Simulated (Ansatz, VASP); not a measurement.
Two plane-wave programs on Ga

Contents of INCAR:

```
SYSTEM = Ga
ALGO     = Normal         ! electronic algorithm
EDIFF    = 1E-8           ! SCF threshold, eV
ENCUT    = 520            ! plane-wave cutoff, eV
GGA      = PE             ! functional
ISIF     = 2              ! what is computed and relaxed
ISMEAR   = -1             ! smearing method
LASPH    = .TRUE.         ! aspherical terms in the spheres
LCHARG   = .FALSE.        ! write CHGCAR
LEFG     = .TRUE.       
LREAL    = .FALSE.        ! projectors in reciprocal space
LWAVE    = .FALSE.        ! write WAVECAR
NBANDS   = 20             ! bands
NELM     = 60             ! most SCF steps
PREC     = Accurate       ! precision mode
SIGMA    = 0.05           ! smearing width, eV
```

KPOINTS

```
k-points
0
G
  15 15 13
  0 0 0
```

File POSCAR:

```
Ga
1.0
    1.4784385925     -4.1447261232      0.0000000000
    1.4784385925      4.1447261232      0.0000000000
    0.0000000000      0.0000000000      3.2321726471
Ga
2
Direct
    0.8670000000      0.1330000000      0.2500000000
    0.1330000000      0.8670000000      0.7500000000
```

Input for Ansatz:

```yaml
crystal:
  lattice:
    - [1.4784385925, -4.1447261232, 0.0]
    - [1.4784385925, 4.1447261232, 0.0]
    - [0.0, 0.0, 3.2321726471]
  atoms:
    - { symbol: Ga, position: [0.867, 0.133, 0.25] }
    - { symbol: Ga, position: [0.133, 0.867, 0.75] }
kpoints:
  mp_grid: { grid: [15, 15, 13] }
scf:
  occupations: { method: fermi_dirac, width: 0.05 }
hamiltonian:
  xc: pbe
  pseudopotentials: { kind: paw }
output:
  forces: true
  stress: true
  eigenvalues: true
  efg: { contact_densities: true }
```

Change from the starting cell: volume scaled by 1.06, PAW files.

Alike in both runs: task electric field gradients; functional PBE; k mesh 15 × 15 × 13; occupations fermi-dirac, width 0.05 eV; no spin polarisation.

|  | VASP | Ansatz |
| --- | --- | --- |
| version | VASP 6.6.1 | Ansatz 0.2.0 |
| potentials or method | VASP PAW PBE potentials, release 64 (Ga_d) | PAW with Ansatz's default frozen-core files, scalar-relativistic |
| plane-wave cutoff (eV) | 520 | 420 |
| valence electrons in the cell | 26 | 26 |

Ansatz gave:

* pressure (GPa): -1.2
* traceless stress, the component that is largest in VASP (GPa): -1.40
* rms of the force components (eV/Å): 0.095
* size of Vzz on the site where it differs most (V/Å²): 24.4

Question: What did VASP give for the same quantities?

Answer: Pressure (GPa): -1.1; traceless stress, the component that is largest in VASP (GPa): -1.41; rms of the force components (eV/Å): 0.096; size of Vzz on the site where it differs most (V/Å²): 23.0.

Atom by atom the forces differ by 0.001 eV/Å (rms over components).
